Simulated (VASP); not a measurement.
Set up this calculation in VASP 6.6.1, as the native input.

```yaml
Task: single point
Functional: PBE
Potentials_or_basis: VASP PAW PBE potentials, release 64 (Se)
Cutoff: 520 eV
k_mesh: 13 × 13 × 13
Occupations: fermi-dirac, width 0.08 eV
Spin: no spin polarisation
Dipole_correction: no
Further_INCAR_settings: ALGO = Normal; EDIFF = 1e-07; NBANDS = 13
```

The structure of Se lies in POSCAR:

```
Se
1.0
    1.4742787614     -0.8511752398      2.4097320053
    0.0000000000      1.7023504796      2.4097320053
   -1.4742787614     -0.8511752398      2.4097320053
Se
2
Direct
    0.2500000000      0.2500000000      0.2500000000
   -0.2500000000     -0.2500000000     -0.2500000000
```

This cell differs from its parent crystal: volume scaled by 0.4.

One way to write it, as run:

INCAR

```
SYSTEM = Se
  PREC = Accurate
  ENCUT = 520
  EDIFF = 1E-7
  ISMEAR = -1
  SIGMA = 0.08
  LREAL = .False.
  LASPH = .True.
  NELM = 80
  ALGO = Normal
  ISIF = 2
  LWAVE = .False.
  LCHARG = .False.
  GGA = PE
  NBANDS = 13
```

KPOINTS

```
regular mesh
0
Gamma
  13 13 13
  0 0 0
```

Potentials or basis: VASP PAW PBE potentials, release 64 (Se).

Command:

```bash
$ cat potpaw_PBE.64/Se/POTCAR > POTCAR
$ mpirun -np 1 vasp_std > vasp.out
```

Results of the run:

```json
{
 "Pressure": "408.3 GPa",
 "Band gap on the k mesh": "zero (band 6 reaches 22.00 eV, above the bottom of band 7 at 18.67 eV)"
}
```

Run time: 16 s on 1 thread of Intel(R) Xeon(R) 6975P-C (Granite Rapids), on a shared host, peak memory 0.17 GiB.
